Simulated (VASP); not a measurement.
# SnGe2P2 (P4/mmm) in VASP: a series of runs, part 2 of 2

VASP 6.6.1. The steps go on from the part before.

## (3) Single point, PBE

This run uses another cell than the first one, of 26.87 Å³/atom, 1.055 times its volume.

INCAR

```
SYSTEM = SnGe2P2
PREC = Accurate ; ENCUT = 520
EDIFF = 1E-7 ; ISMEAR = 0
SIGMA = 0.1 ; LREAL = .FALSE.
LASPH = .TRUE. ; NELM = 60
ALGO = Normal ; ISIF = 2
LWAVE = .FALSE. ; LCHARG = .FALSE.
GGA = PE ; NBANDS = 34
```

KPOINTS

```
Automatic mesh
0
G
  4 4 4
  0 0 0
```

POSCAR

```
SnGe2P2
1.0
    3.7439251664      0.0000000000      0.0000000000
    0.0000000000      3.7439251664      0.0000000000
    0.0000000000      0.0000000000      9.5835777144
Sn Ge P
1 2 2
Direct
    0.5000000000      0.5000000000      0.0000000000
    0.0000000000      0.0000000000      0.3736964549
    0.0000000000      0.0000000000      0.6263035451
    0.0000000000      0.0000000000      0.8809413828
    0.0000000000      0.0000000000      0.1190586172
```

Potentials or basis: VASP PAW PBE potentials, release 64 (Sn_d, Ge_d, P).

Run with:

```console
$ cat potpaw_PBE.64/Sn_d/POTCAR potpaw_PBE.64/Ge_d/POTCAR potpaw_PBE.64/P/POTCAR > POTCAR
$ mpirun -np 1 vasp_std > vasp.out
```

OUTCAR:

```text
SYSTEM = SnGe2P2
   PREC = Accurate
   ENCUT = 520
   EDIFF = 1E-7
   ISMEAR = 0
   LREAL = .FALSE.
   LASPH = .TRUE.
   NELM = 60
   ISIF = 2
   GGA = PE

 ion  position               nearest neighbor table
   1  0.500  0.500  0.000-   4 2.88   5 2.88   4 2.88   5 2.88   4 2.88   5 2.88   4 2.88   5 2.88

   2  0.000  0.000  0.374-   3 2.42   5 2.44
   3  0.000  0.000  0.626-   2 2.42   4 2.44
   4  0.000  0.000  0.881-   5 2.28   3 2.44   1 2.88   1 2.88   1 2.88   1 2.88
   5  0.000  0.000  0.119-   4 2.28   2 2.44   1 2.88   1 2.88   1 2.88   1 2.88

  LATTYP: Found a simple tetragonal cell.
 ALAT       =     3.7439251664
 C/A-ratio  =     2.5597674335

  Lattice vectors:

 A1 = (   3.7439251664,   0.0000000000,   0.0000000000)
 A2 = (   0.0000000000,   3.7439251664,   0.0000000000)
 A3 = (   0.0000000000,   0.0000000000,   9.5835777144)

Analysis of symmetry for initial positions (statically):
=====================================================================
 Subroutine PRICEL returns:
 Original cell was already a primitive cell.

 Routine SETGRP: Setting up the symmetry group for a
 simple tetragonal supercell.

 Subroutine GETGRP returns: Found 16 space group operations
 (whereof 16 operations were pure point group operations)
 out of a pool of 16 trial point group operations.

The static configuration has the point symmetry D_4h.

Analysis of symmetry for dynamics (positions and initial velocities):
=====================================================================
 Subroutine PRICEL returns:
 Original cell was already a primitive cell.

 Routine SETGRP: Setting up the symmetry group for a
 simple tetragonal supercell.

 Subroutine GETGRP returns: Found 16 space group operations
 (whereof 16 operations were pure point group operations)
 out of a pool of 16 trial point group operations.

The dynamic configuration has the point symmetry D_4h.

 Subroutine INISYM returns: Found 16 space group operations
 (whereof 16 operations are pure point group operations),
 and found     1 'primitive' translations
[... 116 lines left out ...]
  Fermi-wavevector in a.u.,A,eV,Ry     =   1.193114  2.254659 19.368180  1.423521
  Thomas-Fermi vector in A             =   2.329136
   LORBIT       =      0    0 simple, 1 ext, 2 COOP (PROOUT), +10 PAW based schemes
   GGA     = PE    functional components
   LHFCALC =     F    Hartree Fock is set to
   AEXX    =    0.0000 exact exchange contribution
   IVDW    =     0    specifies the selected vdW correction
   LEPSILON=     F    determine dielectric tensor
   LRPA    =     F    only Hartree local field effects (RPA)
 non-spin polarized calculation
 Gauss-broadening in eV      SIGMA  =   0.10
  energy-cutoff  :      520.00
  volume of cell :      134.33
 maximum number of plane-waves:      3648
 NGX is ok and might be reduce to    28
   NGX = 13   NGY = 13   NGZ = 35

 number of electron      51.9999974 magnetization

 Free energy of the ion-electron system (eV)
  ---------------------------------------------------
  ext. energy  EPLUGINS =         0.00000000
  ---------------------------------------------------
  free energy    TOTEN  =       -20.19626302 eV

  energy without entropy =      -20.17620836  energy(sigma->0) =      -20.18623569

 E-fermi :   4.1595     XC(G=0):  -9.1052

 val. band max:        4.1582796645   @ k =   0.0000   0.0000   0.5000
 cond. band min:       4.2407704400   @ k =   0.0000   0.0000   0.2500
 fundamental gap:      0.0824907755
 Fermi energy:         4.1595271626

 k-point     1 :       0.0000    0.0000    0.0000
  band No.  band energies     occupation
      1     -20.7550      2.00000
      2     -20.6381      2.00000
      3     -20.6381      2.00000
      4     -20.6168      2.00000
      5     -20.6076      2.00000
      6     -20.6044      2.00000
[... 655 lines left out ...]
     33       9.6520      0.00000
     34       9.6614      0.00000

------------------------ aborting loop because EDIFF is reached ----------------------------------------

  FORCE on cell =-STRESS in cart. coord.  units (eV):
  Direction    XX          YY          ZZ          XY          YZ          ZX
  --------------------------------------------------------------------------------------
  -------------------------------------------------------------------------------------
  Total       -0.0581466     -0.0581466      0.0033717      0.0000000     -0.0000000      0.0000000
  in kB       -0.6935108     -0.6935108      0.0402145      0.0000000     -0.0000000      0.0000000
  external PRESSURE =      -0.4489357 kB  Pullay stress =       0.0000000 kB

 VOLUME and BASIS-vectors are now :
 -----------------------------------------------------------------------------
  energy-cutoff  :      520.00
  volume of cell :      134.33
      direct lattice vectors                 reciprocal lattice vectors
     3.743925166  0.000000000  0.000000000     0.267099356  0.000000000  0.000000000
     0.000000000  3.743925166  0.000000000     0.000000000  0.267099356  0.000000000
     0.000000000  0.000000000  9.583577714     0.000000000  0.000000000  0.104345165

 POSITION                                       TOTAL-FORCE (eV/Angst)
 -----------------------------------------------------------------------------------
      1.87196      1.87196      0.00000         0.000000     -0.000000     -0.000000
      0.00000      0.00000      3.58135         0.000000      0.000000      0.006312
      0.00000      0.00000      6.00223         0.000000      0.000000     -0.006312
      0.00000      0.00000      8.44257         0.000000     -0.000000     -0.014159
      0.00000      0.00000      1.14101         0.000000     -0.000000      0.014159
 -----------------------------------------------------------------------------------
    total drift:                               -0.000000      0.000000      0.000000

  FREE ENERGIE OF THE ION-ELECTRON SYSTEM (eV)
  ---------------------------------------------------
  free  energy   TOTEN  =       -20.1962630231 eV

  energy  without entropy=      -20.1762083586  energy(sigma->0) =      -20.18623569
```

OSZICAR:

```text
N       E                     dE             d eps       ncg     rms          rms(c)
DAV:   1     0.477707215941E+03    0.47771E+03   -0.25038E+04  1388   0.291E+03
DAV:   2     0.679913633829E+02   -0.40972E+03   -0.39775E+03  1224   0.729E+02
DAV:   3    -0.154006532603E+02   -0.83392E+02   -0.81976E+02  1496   0.201E+02
DAV:   4    -0.204460593990E+02   -0.50454E+01   -0.50145E+01  1382   0.572E+01
DAV:   5    -0.205792188423E+02   -0.13316E+00   -0.13304E+00  1528   0.967E+00    0.640E+00
DAV:   6    -0.203236999887E+02    0.25552E+00   -0.27419E+00  1546   0.624E+00    0.375E+00
DAV:   7    -0.202023247690E+02    0.12138E+00   -0.55994E-01  1518   0.308E+00    0.257E+00
DAV:   8    -0.202030920332E+02   -0.76726E-03   -0.14802E-01  1338   0.146E+00    0.400E-01
DAV:   9    -0.201960058141E+02    0.70862E-02   -0.33165E-02  1474   0.851E-01    0.142E-01
DAV:  10    -0.201961279221E+02   -0.12211E-03   -0.37537E-03  1350   0.281E-01    0.962E-02
DAV:  11    -0.201962143658E+02   -0.86444E-04   -0.40390E-04  1514   0.124E-01    0.387E-02
DAV:  12    -0.201962582873E+02   -0.43921E-04   -0.62774E-05  1464   0.354E-02    0.127E-02
DAV:  13    -0.201962615083E+02   -0.32210E-05   -0.65245E-06  1496   0.162E-02    0.536E-03
DAV:  14    -0.201962631285E+02   -0.16203E-05   -0.38659E-06  1364   0.108E-02    0.257E-03
DAV:  15    -0.201962630242E+02    0.10434E-06   -0.41758E-07  1352   0.531E-03    0.107E-03
DAV:  16    -0.201962630231E+02    0.10778E-08   -0.69188E-08   818   0.151E-03
   1 F= -.20196263E+02 E0= -.20186236E+02  d E =-.200547E-01
```

Run time: 61 s. Hardware: 1 thread of Intel Xeon Platinum 8488C (Sapphire Rapids), shared host; peak memory 0.26 GiB.

Results:

* Free energy: -20.1963 eV
* Pressure: 0.0 GPa
* Largest force: 0.014 eV/Å
* Band gap on the k mesh: zero (band 26 reaches 5.09 eV, above the bottom of band 27 at 2.60 eV)

Forces in eV/Å, atoms in the order of the input:
```
Sn   0.000  0.000  0.000
Ge   0.000  0.000  0.006
Ge   0.000  0.000 -0.006
P    0.000  0.000 -0.014
P    0.000  0.000  0.014
```

Levels at points of the mesh, in eV from the Fermi level:
| k point | band 23 | band 24 | band 25 | band 26 | band 27 | band 28 | band 29 | band 30 |
| --- | --- | --- | --- | --- | --- | --- | --- | --- |
| (0.00, 0.00, 0.00) | -3.04 | 0.18 | 0.18 | 0.93 | 1.45 | 1.45 | 2.03 | 3.31 |
| (0.50, 0.00, 0.00) | -2.54 | -1.63 | 0.42 | 0.53 | 1.18 | 1.39 | 2.10 | 2.14 |
| (0.50, 0.50, 0.00) | -4.34 | -2.14 | -2.14 | -1.56 | -1.56 | 0.46 | 1.48 | 1.48 |
| (0.00, 0.00, 0.50) | -2.32 | -1.98 | 0.00 | 0.00 | 1.97 | 2.09 | 2.09 | 3.28 |
| (0.50, 0.00, 0.50) | -1.82 | -1.61 | -1.17 | -0.80 | 0.38 | 1.20 | 1.95 | 2.14 |
| (0.50, 0.50, 0.50) | -2.51 | -2.51 | -1.27 | -0.73 | -0.57 | -0.57 | 0.34 | 0.34 |

Caveat: the k points lie up to 0.42 Å⁻¹ apart; spin-orbit coupling is left out, which moves the levels of the heavy elements.
